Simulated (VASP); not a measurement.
A run of VASP 6.6.1:

Contents of INCAR:

```
PREC = Accurate
ENCUT = 600
EDIFF = 1E-7
ISMEAR = 0
SIGMA = 0.1
LREAL = F
LASPH = T
NELM = 60
ALGO = Normal
ISIF = 3
LWAVE = F
LCHARG = F
GGA = PE
IBRION = 2
NSW = 80
EDIFFG = -0.01
```

Contents of KPOINTS:

```
Automatic mesh
0
Gamma
  18 18 18
```

POSCAR

```
B
1.0
    1.4258032372      0.8231878828      4.1569397655
   -1.4258032372      0.8231878828      4.1569397655
    0.0000000000     -1.6463757656      4.1569397655
B
4
Direct
    0.9336481262      0.9336481262      0.9336481262
    0.1982521799      0.1982521799      0.1982521799
    0.8017478201      0.8017478201      0.8017478201
    0.0663518738      0.0663518738      0.0663518738
```

Potentials or basis: VASP PAW PBE potentials, release 64 (B).

Run with:

```bash
$ cat potpaw_PBE.64/B/POTCAR > POTCAR
$ mpirun -np 1 vasp_std > vasp.out
```

Hardware: 1 thread of Intel(R) Xeon(R) Platinum 8259CL CPU @ 2.50GHz (Skylake/Cascade Lake) (shared host).

Estimate the wall time of this run.

It took 9 min on 1 thread of Intel(R) Xeon(R) Platinum 8259CL CPU @ 2.50GHz (Skylake/Cascade Lake), with other jobs on the host, peak memory 0.33 GiB. Counts: scf iterations 19, k points 580, ion steps 3.
